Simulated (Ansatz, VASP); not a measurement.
## Two plane-wave programs on Pt

```xyz
1
Lattice="0.1985 2.0445 2.0445 2.0445 0.1985 2.0445 2.0445 2.0445 0.1985" Properties=species:S:1:pos:R:3 pbc="T T T"
Pt    0.0000    0.0000    0.0000
```

Change from the starting cell: equal engineering shear yz, xz and xy +0.1000, equal normal strain along x, y and z -0.0200.

Alike in both runs: task single point; functional PBE; k mesh 20 × 20 × 20; occupations gaussian, width 0.15 eV; no spin polarisation.

```csv
,VASP,Ansatz
version,VASP 6.6.1,Ansatz 0.2.0
potentials or method,"VASP PAW PBE potentials, release 64 (Pt), cutoff 520 eV","scalar-relativistic, plane waves, PAW"
valence electrons in the cell,10,18
```

Ansatz gave:

* gap on the k mesh at the Fermi level (eV): none
* pressure (GPa): 29.0
* traceless stress, the component that is largest in VASP (GPa): -13.16

Question: What did VASP give for the same quantities?

Answer: gap on the k mesh at the Fermi level (eV): none; pressure (GPa): 28.4; traceless stress, the component that is largest in VASP (GPa): -13.10.

A gap of «none» marks a metal or a gap that the smearing closes. Both programs put the cell under a high pressure, so it lies far from rest at this level. VASP's potentials hold 10 valence electrons a cell and Ansatz's 18, so a difference there can come from the potentials and not from the codes.

Neither program's run includes spin-orbit coupling.
